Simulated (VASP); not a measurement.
# Mg2O3 (Pn-3m) in VASP: single point with PBE

Aim: the single point of Mg2O3 with PBE.

Everything below comes from runs of VASP 6.6.1. Logs are shortened: lines on timing, memory, paths and dates and some standing lists are left out, and cuts for length are marked.

## (1) The cell of the first run

Symmetry: Pn-3m, No. 224, cubic system. Conventional cell: a = 4.937 Å, b = 4.937 Å, c = 4.937 Å, α = 90.00°, β = 90.00°, γ = 90.00°. Mg (site symmetry -3m) has 6 O at 2.14 Å within 2.8 Å. Within 2.8 Å of O (site symmetry -42m) lie 4 Mg at 2.14 Å and 4 O at 2.47 Å.

## (2) Single point, PBE

File INCAR:

```
PREC     = Accurate       # precision mode
ENCUT    = 520            # plane-wave cutoff, eV
EDIFF    = 1E-6           # SCF threshold, eV
ISMEAR   = -1             # smearing method
SIGMA    = 0.06122561905347299 # smearing width, eV
LREAL    = F              # projectors in reciprocal space
LASPH    = T              # aspherical terms in the spheres
NELM     = 80             # most SCF steps
ALGO     = Normal         # electronic algorithm
ISIF     = 2              # what is computed and relaxed
LWAVE    = F              # write WAVECAR
LCHARG   = F              # write CHGCAR
GGA      = PE             # functional
NBANDS   = 33             # bands
KPAR     = 4
```

File KPOINTS:

```
regular mesh
0
Gamma
  23 23 23
```

File POSCAR:

```
Mg2O3
1.0
    4.9372955380      0.0000000000      0.0000000000
    0.0000000000      4.9372955380      0.0000000000
    0.0000000000      0.0000000000      4.9372955380
Mg O
4 6
Direct
    0.2500000000      0.2500000000      0.2500000000
    0.7500000000      0.7500000000      0.2500000000
    0.7500000000      0.2500000000      0.7500000000
    0.2500000000      0.7500000000      0.7500000000
    0.5000000000      0.0000000000      0.0000000000
    0.0000000000      0.5000000000      0.0000000000
    0.0000000000      0.0000000000      0.5000000000
    0.5000000000      0.5000000000      0.0000000000
    0.5000000000      0.0000000000      0.5000000000
    0.0000000000      0.5000000000      0.5000000000
```

Potentials or basis: VASP PAW PBE potentials, release 64 (Mg, O).

The run is started by

```
cat potpaw_PBE.64/Mg/POTCAR potpaw_PBE.64/O/POTCAR > POTCAR
mpirun -np 4 vasp_std > vasp.out
```

OUTCAR:

```text
PREC = Accurate
   ENCUT = 520
   EDIFF = 1E-6
   ISMEAR = -1
   LREAL = F
   LASPH = T
   NELM = 80
   ISIF = 2
   GGA = PE

 ion  position               nearest neighbor table
   1  0.250  0.250  0.250-   5 2.14   6 2.14   7 2.14   8 2.14   9 2.14  10 2.14   2 3.49   3 3.49
                             4 3.49   3 3.49   4 3.49   2 3.49   4 3.49   4 3.49   2 3.49   3 3.49
   2  0.750  0.750  0.250-   5 2.14   6 2.14   7 2.14   8 2.14   9 2.14  10 2.14   1 3.49   3 3.49
                             4 3.49   3 3.49   4 3.49   1 3.49   3 3.49   3 3.49   1 3.49   4 3.49
   3  0.750  0.250  0.750-   5 2.14   6 2.14   7 2.14   8 2.14   9 2.14  10 2.14   1 3.49   2 3.49
                             4 3.49   1 3.49   2 3.49   2 3.49   4 3.49   2 3.49   1 3.49   4 3.49
   4  0.250  0.750  0.750-   5 2.14   6 2.14   7 2.14   8 2.14   9 2.14  10 2.14   1 3.49   2 3.49
                             3 3.49   1 3.49   2 3.49   1 3.49   3 3.49   1 3.49   2 3.49   3 3.49
   5  0.500  0.000  0.000-   1 2.14   2 2.14   3 2.14   4 2.14
   6  0.000  0.500  0.000-   1 2.14   2 2.14   3 2.14   4 2.14
   7  0.000  0.000  0.500-   1 2.14   2 2.14   3 2.14   4 2.14
   8  0.500  0.500  0.000-   1 2.14   2 2.14   3 2.14   4 2.14
   9  0.500  0.000  0.500-   1 2.14   2 2.14   3 2.14   4 2.14
  10  0.000  0.500  0.500-   1 2.14   2 2.14   3 2.14   4 2.14

  LATTYP: Found a simple cubic cell.
 ALAT       =     4.9372955380

  Lattice vectors:

 A1 = (   4.9372955380,   0.0000000000,   0.0000000000)
 A2 = (   0.0000000000,   4.9372955380,   0.0000000000)
 A3 = (   0.0000000000,   0.0000000000,   4.9372955380)

Analysis of symmetry for initial positions (statically):
=====================================================================
 Subroutine PRICEL returns:
 Original cell was already a primitive cell.

 Routine SETGRP: Setting up the symmetry group for a
 simple cubic supercell.

 Subroutine GETGRP returns: Found 48 space group operations
 (whereof 24 operations were pure point group operations)
 out of a pool of 48 trial point group operations.

The static configuration has the point symmetry T_d .
 The point group associated with its full space group is O_h .

Analysis of symmetry for dynamics (positions and initial velocities):
=====================================================================
 Subroutine PRICEL returns:
 Original cell was already a primitive cell.

 Routine SETGRP: Setting up the symmetry group for a
 simple cubic supercell.

 Subroutine GETGRP returns: Found 48 space group operations
 (whereof 24 operations were pure point group operations)
 out of a pool of 48 trial point group operations.

The dynamic configuration has the point symmetry T_d .
 The point group associated with its full space group is O_h .

 Subroutine INISYM returns: Found 48 space group operations
 (whereof 24 operations are pure point group operations),
 and found     1 'primitive' translations

----------------------------------------------------------------------------------------

                                     Primitive cell

  volume of cell :     120.3559

  direct lattice vectors                    reciprocal lattice vectors
     4.937295538  0.000000000  0.000000000     0.202540033  0.000000000  0.000000000
     0.000000000  4.937295538  0.000000000     0.000000000  0.202540033  0.000000000
     0.000000000  0.000000000  4.937295538     0.000000000  0.000000000  0.202540033

  length of vectors
     4.937295538  4.937295538  4.937295538     0.202540033  0.202540033  0.202540033

  position of ions in fractional coordinates (direct lattice)
     0.250000000  0.250000000  0.250000000
     0.750000000  0.750000000  0.250000000
     0.750000000  0.250000000  0.750000000
     0.250000000  0.750000000  0.750000000
     0.500000000  0.000000000  0.000000000
     0.000000000  0.500000000  0.000000000
     0.000000000  0.000000000  0.500000000
     0.500000000  0.500000000  0.000000000
     0.500000000  0.000000000  0.500000000
     0.000000000  0.500000000  0.500000000

  ion indices of the primitive-cell ions
   primitive index   ion index
                 1           1
                 2           2
                 3           3
                 4           4
                 5           5
                 6           6
                 7           7
                 8           8
                 9           9
                10          10

----------------------------------------------------------------------------------------

 KPOINTS: regular mesh

Automatic generation of k-mesh.
 Grid dimensions read from file:
 generate k-points for:   23   23   23

 Generating k-lattice:

  Cartesian coordinates                     Fractional coordinates (reciprocal lattice)
     0.008806088  0.000000000  0.000000000     0.043478261  0.000000000  0.000000000
     0.000000000  0.008806088  0.000000000     0.000000000  0.043478261  0.000000000
     0.000000000  0.000000000  0.008806088     0.000000000  0.000000000  0.043478261

  Length of vectors
     0.008806088  0.008806088  0.008806088

  Shift w.r.t. Gamma in fractional coordinates (k-lattice)
     0.000000000  0.000000000  0.000000000

 Subroutine IBZKPT returns following result:
 ===========================================

 Found    364 irreducible k-points:

 Following reciprocal coordinates:
            Coordinates               Weight
  0.000000  0.000000  0.000000      1.000000
  0.043478  0.000000  0.000000      6.000000
  0.086957  0.000000  0.000000      6.000000
  0.130435  0.000000  0.000000      6.000000
  0.173913  0.000000  0.000000      6.000000
  0.217391  0.000000  0.000000      6.000000
[... 16 lines left out ...]
  0.478261  0.043478  0.000000     24.000000
  0.086957  0.086957  0.000000     12.000000
 [... further k-points ...]
   k-points           NKPTS =    364   k-points in BZ     NKDIM =    364   number of bands    NBANDS=     33
   number of dos      NEDOS =    301   number of ions     NIONS =     10
   total plane-waves  NPLWV =  64000
   dimension x,y,z NGX =    40 NGY =   40 NGZ =   40
   dimension x,y,z NGXF=    80 NGYF=   80 NGZF=   80
   ions per type =               4   6
   NGX,Y,Z   is equivalent  to a cutoff of  13.47, 13.47, 13.47 a.u.
   NGXF,Y,Z  is equivalent  to a cutoff of  26.94, 26.94, 26.94 a.u.
 SYSTEM =  unknown system
   PREC   = accura    normal or accurate (medium, high low for compatibility)
   ISTART =      0    job   : 0-new  1-cont  2-samecut
   ICHARG =      2    charge: 1-file 2-atom 10-const
   ISPIN  =      1    spin polarized calculation?
   LNONCOLLINEAR =      F non collinear calculations
   LSORBIT =      F    spin-orbit coupling
   LASPH  =      T    aspherical Exc in radial PAW
   ENCUT  =  520.0 eV  38.22 Ry    6.18 a.u.   9.18  9.18  9.18*2*pi/ulx,y,z
   NELM   =     80;   NELMIN=  2; NELMDL= -5     # of ELM steps
   EDIFF  = 0.1E-05   stopping-criterion for ELM
   LREAL  =      F    real-space projection
   EDIFFG = 0.1E-04   stopping-criterion for IOM
   NSW    =      0    number of steps for IOM
   IBRION =     -1    ionic relax: 0-MD 1-quasi-New 2-CG
   NFREE  =      0    steps in history (QN), initial steepest desc. (CG)
   ISIF   =      2    stress and relaxation
   ISYM   =      2    0-nonsym 1-usesym 2-fastsym
   POTIM  = 0.5000    time-step for ionic-motion
   TEBEG  =    0.0;   TEEND  =   0.0 temperature during run
   PSTRESS=    0.0 pullay stress
   NELECT =      44.0000    total number of electrons
   NUPDOWN=      -1.0000    fix difference up-down
   EMIN   =  10.00;   EMAX   =-10.00  energy-range for DOS
   EFERMI =   0.00;   METHOD = LEGACY
   ISMEAR =    -1;   SIGMA  =   0.06  broadening in eV -4-tet -1-fermi 0-gaus
   EFERMI_NEDOS =   21; number of points for ismear=-14 and -15
   IALGO  =     38    algorithm
   IMIX   =      4    mixing-type and parameters
     AMIX     =   0.40;   BMIX     =  1.00
     AMIX_MAG =   1.60;   BMIX_MAG =  1.00
  volume/ion in A,a.u.               =      12.04        81.22
  Fermi-wavevector in a.u.,A,eV,Ry     =   1.170586  2.212086 18.643672  1.370271
  Thomas-Fermi vector in A             =   2.307042
   LORBIT       =      0    0 simple, 1 ext, 2 COOP (PROOUT), +10 PAW based schemes
   GGA     = PE    functional components
   LHFCALC =     F    Hartree Fock is set to
   AEXX    =    0.0000 exact exchange contribution
   IVDW    =     0    specifies the selected vdW correction
   LEPSILON=     F    determine dielectric tensor
   LRPA    =     F    only Hartree local field effects (RPA)
 non-spin polarized calculation
  energy-cutoff  :      520.00
  volume of cell :      120.36
 maximum number of plane-waves:      3263
 NGX is ok and might be reduce to    40
   NGX = 19   NGY = 19   NGZ = 19

 number of electron      43.9999965 magnetization

 Free energy of the ion-electron system (eV)
  ---------------------------------------------------
  ext. energy  EPLUGINS =         0.00000000
  ---------------------------------------------------
  free energy    TOTEN  =       -52.09765388 eV

  energy without entropy =      -52.01920039  energy(sigma->0) =      -52.05842714

 E-fermi :   1.5332     XC(G=0):  -9.6355

 val. band max:        1.5331705191   @ k =   0.3478   0.2174   0.1739
 cond. band min:       1.5342283183   @ k =   0.2609   0.1739   0.1739
 fundamental gap:      0.0010577992
 Fermi energy:         1.5331871219

 k-point     1 :       0.0000    0.0000    0.0000
  band No.  band energies     occupation
      1     -16.3575      2.00000
      2     -15.4699      2.00000
      3     -15.4699      2.00000
      4     -14.4180      2.00000
      5     -14.4180      2.00000
      6     -14.0085      2.00000
[... 25 lines left out ...]
     32      12.1482      0.00000
     33      13.8976      0.00000

 k-point     2 :       0.0435    0.0000    0.0000
  band No.  band energies     occupation
      1     -16.3531      2.00000
      2     -15.4736      2.00000
      3     -15.4657      2.00000
      4     -14.4238      2.00000
      5     -14.4170      2.00000
      6     -14.0121      2.00000
[... 25 lines left out ...]
     32      12.1420      0.00000
     33      13.7469      0.00000

 k-point     3 :       0.0870    0.0000    0.0000
  band No.  band energies     occupation
      1     -16.3405      2.00000
      2     -15.4847      2.00000
      3     -15.4532      2.00000
      4     -14.4410      2.00000
      5     -14.4140      2.00000
      6     -14.0226      2.00000
[... 25 lines left out ...]
     32      12.1241      0.00000
     33      13.4829      0.00000

 k-point     4 :       0.1304    0.0000    0.0000
  band No.  band energies     occupation
      1     -16.3200      2.00000
      2     -15.5029      2.00000
      3     -15.4324      2.00000
      4     -14.4693      2.00000
      5     -14.4090      2.00000
      6     -14.0391      2.00000
[... 25 lines left out ...]
     32      12.0967      0.00000
     33      13.1786      0.00000

 k-point     5 :       0.1739    0.0000    0.0000
  band No.  band energies     occupation
      1     -16.2917      2.00000
      2     -15.5283      2.00000
      3     -15.4036      2.00000
      4     -14.5075      2.00000
      5     -14.4021      2.00000
      6     -14.0614      2.00000
[... 604 lines left out ...]
 k-point    22 :       0.4348    0.0435    0.0000
  band No.  band energies     occupation
      1     -15.9914      2.00000
      2     -15.8066      2.00000
      3     -15.0918      2.00000
      4     -14.8797      2.00000
      5     -14.3182      2.00000
      6     -14.2427      2.00000
[... 25 lines left out ...]
     32      11.8680      0.00000
     33      12.1066      0.00000

 k-point    23 :       0.4783    0.0435    0.0000
  band No.  band energies     occupation
      1     -15.9297      2.00000
      2     -15.8676      2.00000
      3     -15.0228      2.00000
      4     -14.9517      2.00000
      5     -14.2953      2.00000
      6     -14.2701      2.00000
[... 25 lines left out ...]
     32      11.8537      0.00000
     33      12.2985      0.00000

 k-point    24 :       0.0870    0.0870    0.0000
  band No.  band energies     occupation
      1     -16.3239      2.00000
      2     -15.4832      2.00000
      3     -15.4522      2.00000
      4     -14.4507      2.00000
      5     -14.4237      2.00000
      6     -14.0365      2.00000
[... 25 lines left out ...]
     32      12.0943      0.00000
     33      13.3997      0.00000

 [... further k-points ...]
[... 5 lines left out ...]
  --------------------------------------------------------------------------------------
  -------------------------------------------------------------------------------------
  Total       -4.7697365     -4.7697365     -4.7697365      0.0000000     -0.0000000      0.0000000
  in kB      -63.4947185    -63.4947185    -63.4947185      0.0000000     -0.0000000      0.0000000
  external PRESSURE =     -63.4947185 kB  Pullay stress =       0.0000000 kB

 VOLUME and BASIS-vectors are now :
 -----------------------------------------------------------------------------
  energy-cutoff  :      520.00
  volume of cell :      120.36
      direct lattice vectors                 reciprocal lattice vectors
     4.937295538  0.000000000  0.000000000     0.202540033  0.000000000  0.000000000
     0.000000000  4.937295538  0.000000000     0.000000000  0.202540033  0.000000000
     0.000000000  0.000000000  4.937295538     0.000000000  0.000000000  0.202540033

 POSITION                                       TOTAL-FORCE (eV/Angst)
 -----------------------------------------------------------------------------------
      1.23432      1.23432      1.23432        -0.000000      0.000000     -0.000000
      3.70297      3.70297      1.23432         0.000000      0.000000     -0.000000
      3.70297      1.23432      3.70297         0.000000     -0.000000      0.000000
      1.23432      3.70297      3.70297         0.000000      0.000000     -0.000000
      2.46865      0.00000      0.00000        -0.000000      0.000000      0.000000
      0.00000      2.46865      0.00000        -0.000000      0.000000      0.000000
      0.00000      0.00000      2.46865         0.000000      0.000000     -0.000000
      2.46865      2.46865      0.00000        -0.000000     -0.000000      0.000000
      2.46865      0.00000      2.46865         0.000000     -0.000000     -0.000000
      0.00000      2.46865      2.46865         0.000000      0.000000     -0.000000
 -----------------------------------------------------------------------------------
    total drift:                               -0.000000      0.000000     -0.000000

  FREE ENERGIE OF THE ION-ELECTRON SYSTEM (eV)
  ---------------------------------------------------
  free  energy   TOTEN  =       -52.0976538811 eV

  energy  without entropy=      -52.0192003910  energy(sigma->0) =      -52.05842714
```

Wall time 8.9 min (4 MPI ranks of Oxide Virtual Turin-like, shared host); peak memory 1 GiB.

What came out:

```
Free energy            : -52.0977 eV
Pressure               : -6.3 GPa
Band gap on the k mesh : zero (bands 22 and 23 overlap by 2.08 eV)
```

Caveat: the cell stands under tension.
